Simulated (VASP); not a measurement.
Wanted: the native input for a VASP 6.6.1 run.

- Task: single point
- Functional: PBEsol
- Potentials or basis: VASP PAW PBE potentials, release 64 (F)
- Cutoff: 520 eV
- k mesh: 1 × 1 × 1
- Occupations: fermi-dirac, width 0.02 eV
- Spin: no spin polarisation
- Dipole correction: no
- Further INCAR settings: ALGO = Normal; EDIFF = 1e-06; NBANDS = 14

The structure of F2 lies in POSCAR:

```
F
1.0
    9.0000000000      0.0000000000      0.0000000000
    0.0000000000      9.5000000000      0.0000000000
    0.0000000000      0.0000000000     10.0000000000
F
2
Direct
    0.5000000000      0.5000000000      0.4301053929
    0.5000000000      0.5000000000      0.5698946071
```

These files were run (other wordings do the same):

INCAR

```
ALGO     = Normal         # electronic algorithm
EDIFF    = 1E-6           # SCF threshold, eV
ENCUT    = 520            # plane-wave cutoff, eV
GGA      = PS             # functional
ISIF     = 2              # what is computed and relaxed
ISMEAR   = -1             # smearing method
LASPH    = True           # aspherical terms in the spheres
LCHARG   = False          # write CHGCAR
LREAL    = False          # projectors in reciprocal space
LWAVE    = False          # write WAVECAR
NBANDS   = 14             # bands
NELM     = 80             # most SCF steps
PREC     = Accurate       # precision mode
SIGMA    = 0.02           # smearing width, eV
```

KPOINTS

```
k-points
0
Gamma
  1 1 1
```

Potentials or basis: VASP PAW PBE potentials, release 64 (F).

Launch:

```bash
$ cat potpaw_PBE.64/F/POTCAR > POTCAR
$ mpirun -np 1 vasp_gam > vasp.out
```

Results of the run:

- Largest force: 0.448 eV/Å
- Gap between the frontier levels: 3.66 eV

Caveat: the PAW data sets were made with another functional, which shifts forces and pressure a little.

Wall time 24 s on 1 thread of Intel(R) Xeon(R) 6975P-C (Granite Rapids) (shared host), peak memory 0.75 GiB.
